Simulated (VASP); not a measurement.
Input of a VASP 6.6.1 run:

Contents of INCAR:

```
PREC = Accurate
ENCUT = 520
EDIFF = 1E-6
ISMEAR = -1
SIGMA = 0.05
LREAL = F
LASPH = T
NELM = 150
ALGO = Normal
ISIF = 2
LWAVE = F
LCHARG = T
ISPIN = 2
MAGMOM = 2 1
LORBIT = 11
LMAXMIX = 4
LELF = T
LVHAR = T
NBANDS = 22
```

File KPOINTS:

```
Automatic mesh
0
Gamma
  9 9 9
```

POSCAR

```
TiCo
1.0
    2.9660693728      0.0000000000      0.0000000000
    0.0000000000      2.9660693728      0.0000000000
    0.0000000000      0.0000000000      2.9660693728
Co Ti
1 1
Direct
    0.5000000000      0.5000000000      0.5000000000
    0.0000000000      0.0000000000      0.0000000000
```

Potentials or basis: VASP PAW LDA potentials, release 64 (Co, Ti_sv).

Command:

```console
$ cat potpaw_LDA.64/Co/POTCAR potpaw_LDA.64/Ti_sv/POTCAR > POTCAR
$ mpirun -np 1 vasp_std > vasp.out
```

Estimate the pressure.

-12.2 GPa.

Predict the site moments.

Co +0.44; Ti -0.00 μB.

Predict the net moment.

0.43 μB per cell.
